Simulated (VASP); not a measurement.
Input of a VASP 6.6.1 run:

Contents of INCAR:

```
PREC = Accurate
ENCUT = 600
EDIFF = 1E-7
ISMEAR = 0
SIGMA = 0.1
LREAL = F
LASPH = T
NELM = 100
ALGO = Normal
ISIF = 3
LWAVE = F
LCHARG = F
GGA = PE
IBRION = 2
NSW = 100
EDIFFG = -0.01
```

KPOINTS

```
Automatic mesh
0
Gamma
  12 12 12
```

Contents of POSCAR:

```
Ga2O
1.0
    3.8714677321      0.0000000000      0.0000000000
    0.0000000000      3.8714677321      0.0000000000
    0.0000000000      0.0000000000      3.7828179679
Ga O
2 1
Direct
    0.0000000000      0.0000000000      0.0000000000
    0.5000000000      0.5000000000      0.0000000000
    0.5000000000      0.5000000000      0.5000000000
```

Potentials or basis: VASP PAW PBE potentials, release 64 (Ga_d, O).

Launch:

```sh
$ cat potpaw_PBE.64/Ga_d/POTCAR potpaw_PBE.64/O/POTCAR > POTCAR
$ mpirun -np 1 vasp_std > vasp.out
```

Predict the space group after relaxing (to 0.1 Å).

P4/mmm (No. 123).

Predict the band gap on the k mesh.

zero (bands 16 and 17 overlap by 4.18 eV).

Estimate the relaxed cell.

a = 3.847 Å, b = 3.847 Å, c = 3.786 Å, α = 90.00°, β = 90.00°, γ = 90.00°.

What does it give for the relaxed volume?

18.68 Å³/atom.

Final structure:
```
CELL_PARAMETERS angstrom
3.84678 0.00000 0.00000
0.00000 3.84678 0.00000
0.00000 0.00000 3.78625
ATOMIC_POSITIONS crystal
Ga 0.00000 0.00000 0.00000
Ga 0.50000 0.50000 0.00000
O 0.50000 0.50000 0.50000
```
